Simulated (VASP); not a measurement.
# NaF (anti NiAs type) (P6_3/mmc) in VASP: relaxation of cell and atoms with PBEsol

Aim: the relaxation of cell and atoms of NaF (anti NiAs type) with PBEsol.

Program: VASP 6.6.1. These are calculated values, not measurements. Logs are shortened: lines on timing, memory, paths and dates and some standing lists are left out, and cuts for length are marked.

## 1. The cell of the first run

It takes space group P6_3/mmc (No. 194, hexagonal). The conventional cell has a = 3.324 Å, b = 3.324 Å, c = 5.152 Å, α = 90.00°, β = 90.00°, γ = 120.00°. Within 3.1 Å of F (site symmetry -3m) lie 6 Na at 2.31 Å and 2 F at 2.58 Å. Within 3.4 Å of Na (site symmetry -6m2) lie 6 F at 2.31 Å and 12 Na at 3.21 to 3.32 Å.

## 2. Relaxation of cell and atoms, PBEsol, target pressure 0.3 GPa, at which the enthalpy is minimised

INCAR

```
  PREC = Accurate
  ENCUT = 600
  EDIFF = 1E-6
  ISMEAR = -1
  SIGMA = 0.05
  LREAL = F
  LASPH = T
  NELM = 100
  ALGO = Normal
  ISIF = 3
  LWAVE = F
  LCHARG = F
  GGA = PS
  IBRION = 2
  NSW = 60
  EDIFFG = -0.005
  PSTRESS = 3.0
```

KPOINTS

```
regular mesh
0
Gamma
  12 12 7
```

POSCAR

```
NaF
1.0
    3.3237649852      0.0000000000      0.0000000000
   -1.6618824926      2.8784649134      0.0000000000
    0.0000000000      0.0000000000      5.1518357272
F Na
2 2
Direct
    0.0000000000      0.0000000000      0.0000000000
    0.0000000000      0.0000000000      0.5000000000
    0.3333333333      0.6666666667      0.2500000000
    0.6666666667      0.3333333333      0.7500000000
```

Potentials or basis: VASP PAW PBE potentials, release 64 (F, Na_pv).

The run is started by

```console
$ cat potpaw_PBE.64/F/POTCAR potpaw_PBE.64/Na_pv/POTCAR > POTCAR
$ mpirun -np 1 vasp_std > vasp.out
```

OUTCAR:

```text
PREC = Accurate
   ENCUT = 600
   EDIFF = 1E-6
   ISMEAR = -1
   LREAL = F
   LASPH = T
   NELM = 100
   ISIF = 3
   GGA = PS
   IBRION = 2
   NSW = 60
   EDIFFG = -0.005
   PSTRESS = 3.0

 ion  position               nearest neighbor table
   1  0.000  0.000  0.000-   3 2.31   4 2.31   4 2.31   3 2.31   4 2.31   3 2.31
   2  0.000  0.000  0.500-   3 2.31   4 2.31   4 2.31   3 2.31   4 2.31   3 2.31
   3  0.333  0.667  0.250-   1 2.31   2 2.31   1 2.31   2 2.31   1 2.31   2 2.31
   4  0.667  0.333  0.750-   1 2.31   2 2.31   1 2.31   2 2.31   1 2.31   2 2.31

  LATTYP: Found a hexagonal cell.
 ALAT       =     3.3237649852
 C/A-ratio  =     1.5500000000

  Lattice vectors:

 A1 = (   3.3237649852,   0.0000000000,   0.0000000000)
 A2 = (  -1.6618824926,   2.8784649134,   0.0000000000)
 A3 = (   0.0000000000,   0.0000000000,   5.1518357272)

Analysis of symmetry for initial positions (statically):
=====================================================================
 Subroutine PRICEL returns:
 Original cell was already a primitive cell.

 Routine SETGRP: Setting up the symmetry group for a
 hexagonal supercell.

 Subroutine GETGRP returns: Found 24 space group operations
 (whereof 12 operations were pure point group operations)
 out of a pool of 24 trial point group operations.

The static configuration has the point symmetry D_3d.
 The point group associated with its full space group is D_6h.

Analysis of symmetry for dynamics (positions and initial velocities):
=====================================================================
 Subroutine PRICEL returns:
 Original cell was already a primitive cell.

 Routine SETGRP: Setting up the symmetry group for a
 hexagonal supercell.

 Subroutine GETGRP returns: Found 24 space group operations
 (whereof 12 operations were pure point group operations)
 out of a pool of 24 trial point group operations.

The dynamic configuration has the point symmetry D_3d.
 The point group associated with its full space group is D_6h.

 Subroutine INISYM returns: Found 24 space group operations
 (whereof 12 operations are pure point group operations),
 and found     1 'primitive' translations

----------------------------------------------------------------------------------------

                                     Primitive cell

  volume of cell :      49.2894

  direct lattice vectors                    reciprocal lattice vectors
     3.323764985  0.000000000  0.000000000     0.300863630  0.173703698  0.000000000
    -1.661882493  2.878464913  0.000000000     0.000000000  0.347407396  0.000000000
     0.000000000  0.000000000  5.151835727     0.000000000  0.000000000  0.194105568

  length of vectors
     3.323764985  3.323764985  5.151835727     0.347407396  0.347407396  0.194105568

  position of ions in fractional coordinates (direct lattice)
[... 70 lines left out ...]
   ions per type =               2   2
   NGX,Y,Z   is equivalent  to a cutoff of  14.00, 14.00, 13.55 a.u.
   NGXF,Y,Z  is equivalent  to a cutoff of  28.01, 28.01, 27.11 a.u.
 SYSTEM =  unknown system
   PREC   = accura    normal or accurate (medium, high low for compatibility)
   ISTART =      0    job   : 0-new  1-cont  2-samecut
   ICHARG =      2    charge: 1-file 2-atom 10-const
   ISPIN  =      1    spin polarized calculation?
   LNONCOLLINEAR =      F non collinear calculations
   LSORBIT =      F    spin-orbit coupling
   LASPH  =      T    aspherical Exc in radial PAW
   ENCUT  =  600.0 eV  44.10 Ry    6.64 a.u.   6.64  6.64 10.29*2*pi/ulx,y,z
   NELM   =    100;   NELMIN=  2; NELMDL= -5     # of ELM steps
   EDIFF  = 0.1E-05   stopping-criterion for ELM
   LREAL  =      F    real-space projection
   EDIFFG = -.5E-02   stopping-criterion for IOM
   NSW    =     60    number of steps for IOM
   IBRION =      2    ionic relax: 0-MD 1-quasi-New 2-CG
   NFREE  =      1    steps in history (QN), initial steepest desc. (CG)
   ISIF   =      3    stress and relaxation
   ISYM   =      2    0-nonsym 1-usesym 2-fastsym
   POTIM  = 0.5000    time-step for ionic-motion
   TEBEG  =    0.0;   TEEND  =   0.0 temperature during run
   PSTRESS=    3.0 pullay stress
   NELECT =      28.0000    total number of electrons
   NUPDOWN=      -1.0000    fix difference up-down
   EMIN   =  10.00;   EMAX   =-10.00  energy-range for DOS
   EFERMI =   0.00;   METHOD = LEGACY
   ISMEAR =    -1;   SIGMA  =   0.05  broadening in eV -4-tet -1-fermi 0-gaus
   EFERMI_NEDOS =   21; number of points for ismear=-14 and -15
   IALGO  =     38    algorithm
   IMIX   =      4    mixing-type and parameters
     AMIX     =   0.40;   BMIX     =  1.00
     AMIX_MAG =   1.60;   BMIX_MAG =  1.00
  volume/ion in A,a.u.               =      12.32        83.16
  Fermi-wavevector in a.u.,A,eV,Ry     =   1.355844  2.562174 25.011770  1.838313
  Thomas-Fermi vector in A             =   2.482897
   LORBIT       =      0    0 simple, 1 ext, 2 COOP (PROOUT), +10 PAW based schemes
   GGA     = PS    functional components
   LHFCALC =     F    Hartree Fock is set to
   AEXX    =    0.0000 exact exchange contribution
   IVDW    =     0    specifies the selected vdW correction
   LEPSILON=     F    determine dielectric tensor
   LRPA    =     F    only Hartree local field effects (RPA)
 conjugate gradient relaxation of ions
 non-spin polarized calculation
  energy-cutoff  :      600.00
  volume of cell :       49.29
 maximum number of plane-waves:      1701
 NGX is ok and might be reduce to    28
   NGX = 13   NGY = 13   NGZ = 21

--------------------------------------- Ionic step        1  -------------------------------------------

 number of electron      27.9999998 magnetization

 Free energy of the ion-electron system (eV)
  ---------------------------------------------------
  ext. energy  EPLUGINS =         0.00000000
  ---------------------------------------------------
  free energy    TOTEN  =       -17.12663766 eV

  energy without entropy =      -17.12663766  energy(sigma->0) =      -17.12663766

 E-fermi :   0.2126     XC(G=0):  -9.3315

 val. band max:       -1.0106446466   @ k =   0.3333   0.3333   0.0000
 cond. band min:       3.8749080564   @ k =   0.0000   0.0000   0.0000
 fundamental gap:      4.8855527030
 Fermi energy:         0.2126142548

 k-point     1 :       0.0000    0.0000    0.0000
  band No.  band energies     occupation
      1     -21.6427      2.00000
      2     -21.0855      2.00000
      3     -20.9164      2.00000
      4     -20.9164      2.00000
      5     -20.9001      2.00000
      6     -20.8985      2.00000
[... 734 lines left out ...]
--------------------------------------- Ionic step        7  -------------------------------------------

 number of electron      27.9999975 magnetization

 Free energy of the ion-electron system (eV)
  ---------------------------------------------------
  ext. energy  EPLUGINS =         0.00000000
  ---------------------------------------------------
  free energy    TOTEN  =       -17.32443674 eV

  energy without entropy =      -17.32443674  energy(sigma->0) =      -17.32443674

 E-fermi :  -0.6235     XC(G=0):  -9.2967

 val. band max:       -1.7591185695   @ k =   0.3333   0.3333   0.0000
 cond. band min:       3.8773129580   @ k =   0.0000   0.0000   0.0000
 fundamental gap:      5.6364315275
 Fermi energy:        -0.6234795608

 k-point     1 :       0.0000    0.0000    0.0000
  band No.  band energies     occupation
      1     -21.8172      2.00000
      2     -21.1469      2.00000
      3     -21.0099      2.00000
      4     -21.0099      2.00000
      5     -21.0029      2.00000
      6     -21.0029      2.00000
[... 530 lines left out ...]
  energy  without entropy=      -17.3244367362  energy(sigma->0) =      -17.32443674

  enthalpy is  TOTEN    =       -17.2310998872 eV   P V=        0.0933368490

 reached required accuracy - stopping structural energy minimisation
```

It took 7.7 min on 1 thread of Oxide Virtual Turin-like, shared host; peak memory 0.19 GiB.

Results:

- Free energy: -17.3244 eV
- Relaxed volume: 12.46 Å³/atom
- Relaxed cell: a = 3.189 Å, b = 3.189 Å, c = 5.658 Å, α = 90.00°, β = 90.00°, γ = 120.00°
- Space group after relaxing (to 0.1 Å): P6_3/mmc (No. 194)
- Energy change on relaxing (the run minimises the enthalpy): -49.4 meV/atom
- Ionic steps: 7
- Pressure after relaxing: 0.3 GPa
- Band gap on the k mesh: 5.64 eV (least direct gap 5.70 eV)

The path:
| step | energy change (eV) | largest force (eV/Å) | pressure (GPa) | volume (Å³) |
| --- | --- | --- | --- | --- |
| 1 | 0.0000 | 0.0000 | 1.99 | 49.29 |
| 2 | -0.1246 | 0.0000 | 0.55 | 50.18 |
| 3 | -0.1924 | 0.0000 | -0.99 | 51.29 |
| 4 | -0.1929 | 0.0000 | -1.09 | 51.35 |
| 5 | -0.1977 | 0.0000 | -0.15 | 50.34 |
| 6 | -0.1979 | 0.0000 | 0.23 | 49.93 |
| 7 | -0.1978 | 0.0000 | 0.28 | 49.85 |

Final structure:
```xyz
4
Lattice="3.1895 0.0000 0.0000 -1.5947 2.7622 0.0000 0.0000 0.0000 5.6581" Properties=species:S:1:pos:R:3 pbc="T T T"
F     0.0000    0.0000    0.0000
F     0.0000    0.0000    2.8290
Na    0.0000    1.8415    1.4145
Na    1.5947    0.9207    4.2436
```

Caveat: the cell is relaxed towards a set pressure, so the run minimises the enthalpy, not the energy; the PAW data sets were made with another functional, which shifts forces and pressure a little. A k mesh can miss the band edges.
